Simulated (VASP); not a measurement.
Here is a VASP 6.6.1 calculation.

File POSCAR:

```
TaN
1.0
    5.2469989884      0.0000000000      0.0000000000
   -2.6234994942      4.5440344175      0.0000000000
    0.0000000000      0.0000000000      2.8992637015
Ta N
3 3
Direct
    0.0000000000      0.0000000000      0.0000000000
    0.3333333333      0.6666666667      0.5000000000
    0.6666666667      0.3333333333      0.5000000000
    0.5000000000      0.0000000000      0.0000000000
    0.5000000000      0.5000000000      0.0000000000
    0.0000000000      0.5000000000      0.0000000000
```

The input INCAR.step1:

```
PREC = Accurate
ENCUT = 770
ISMEAR = -1
SIGMA = 0.1
LREAL = F
LASPH = T
NELM = 120
NBANDS = 36
GGA = PE
ALGO = Normal
EDIFF = 1E-5
LWAVE = T
LCHARG = F
GGA_COMPAT = F
```

Contents of INCAR.step2:

```
PREC = Accurate
ENCUT = 770
EDIFF = 1E-6
ISMEAR = -1
SIGMA = 0.1
LREAL = F
LASPH = T
NELM = 120
ALGO = Normal
ISIF = 2
LWAVE = F
LCHARG = F
METAGGA = R2SCAN
LMIXTAU = T
NBANDS = 36
ISTART = 1
GGA_COMPAT = F
```

File KPOINTS:

```
regular mesh
0
Gamma
  5 5 7
```

Potentials or basis: VASP PAW PBE potentials, release 64 (Ta_sv_GW, N).

Launch:

```bash
$ cat potpaw_PBE.64/Ta_sv_GW/POTCAR potpaw_PBE.64/N/POTCAR > POTCAR
$ cp INCAR.step1 INCAR
$ mpirun -np 1 vasp_std > vasp.out
$ cp INCAR.step2 INCAR
$ mpirun -np 1 vasp_std > vasp.out
```

What does it give for the pressure?

0.2 GPa.

Predict the band gap on the k mesh.

zero (bands 27 and 28 overlap by 2.05 eV).

Stress tensor (GPa, compression positive):
```
0.14 0.00 0.00
0.00 0.14 0.00
0.00 0.00 0.26
```

Caveat: the PAW data sets were made with another functional, which shifts forces and pressure a little; spin-orbit coupling is left out, which moves the levels of the heavy elements.
